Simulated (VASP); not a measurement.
A run of VASP 6.6.1:

Contents of INCAR:

```
SYSTEM = InP
ALGO     = Normal         ! electronic algorithm
EDIFF    = 1E-8           ! SCF threshold, eV
ENCUT    = 520            ! plane-wave cutoff, eV
GGA      = PS             ! functional
ISIF     = 2              ! what is computed and relaxed
ISMEAR   = -1             ! smearing method
LASPH    = .TRUE.         ! aspherical terms in the spheres
LCHARG   = .FALSE.        ! write CHGCAR
LEFG     = .TRUE.       
LREAL    = .FALSE.        ! projectors in reciprocal space
LWAVE    = .FALSE.        ! write WAVECAR
NBANDS   = 16             ! bands
NELM     = 80             ! most SCF steps
PREC     = Accurate       ! precision mode
SIGMA    = 0.03           ! smearing width, eV
```

KPOINTS

```
k-points
0
G
  11 11 11
  0 0 0
```

File POSCAR:

```
InP
1.0
    0.0000000000      2.9305000000      2.9305000000
    2.9305000000      0.0000000000      2.9305000000
    2.9305000000      2.9305000000      0.0000000000
In P
1 1
Direct
    0.0000000000      0.0000000000      0.0000000000
    0.7500000000      0.7500000000      0.7500000000
```

Potentials or basis: VASP PAW PBE potentials, release 64 (In_d, P).

Launch:

```console
$ cat potpaw_PBE.64/In_d/POTCAR potpaw_PBE.64/P/POTCAR > POTCAR
$ mpirun -np 1 vasp_std > vasp.out
```

Hardware: 1 thread of Intel(R) Xeon(R) 6975P-C (Granite Rapids), with other jobs on the host.

Problem. Estimate the wall time of this run.

Solution. Run time: 16 s on 1 thread of Intel(R) Xeon(R) 6975P-C (Granite Rapids), on a shared host, peak memory 0.19 GiB. Counts: scf iterations 15, k points 56.
